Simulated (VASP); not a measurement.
Input of a VASP 6.6.1 run:

Contents of INCAR:

```
SYSTEM = TaPtS4
  PREC = Accurate
  ENCUT = 600
  EDIFF = 1E-6
  ISMEAR = 0
  SIGMA = 0.1
  LREAL = .FALSE.
  LASPH = .TRUE.
  NELM = 60
  ALGO = Normal
  ISIF = 3
  LWAVE = .FALSE.
  LCHARG = .FALSE.
  GGA = PE
  IBRION = 2
  NSW = 90
  EDIFFG = -0.04
```

Contents of KPOINTS:

```
regular mesh
0
G
  4 4 4
  0 0 0
```

POSCAR

```
TaPtS4
1.0
    0.0000000000      3.7984614586      3.7984614586
    3.7984614586      0.0000000000      3.7984614586
    3.7984614586      3.7984614586      0.0000000000
Ta Pt S
1 1 4
Direct
    0.0000000000      0.0000000000      0.0000000000
    0.7500000000      0.7500000000      0.7500000000
    0.3750000000      0.8750000000      0.3750000000
    0.3750000000      0.3750000000      0.8750000000
    0.3750000000      0.3750000000      0.3750000000
    0.8750000000      0.3750000000      0.3750000000
```

Potentials or basis: VASP PAW PBE potentials, release 64 (Ta_pv, Pt, S).

The run is started by

```bash
$ cat potpaw_PBE.64/Ta_pv/POTCAR potpaw_PBE.64/Pt/POTCAR potpaw_PBE.64/S/POTCAR > POTCAR
$ mpirun -np 1 vasp_std > vasp.out
```

(1) What does it give for the relaxed volume?

(2) Estimate the space group after relaxing (to 0.05 Å).

(3) Predict the relaxed cell.

Answers

(1) 15.78 Å³/atom.

(2) F-43m (No. 216).

(3) a = 5.115 Å, b = 5.115 Å, c = 5.115 Å, α = 60.00°, β = 60.00°, γ = 60.00°.
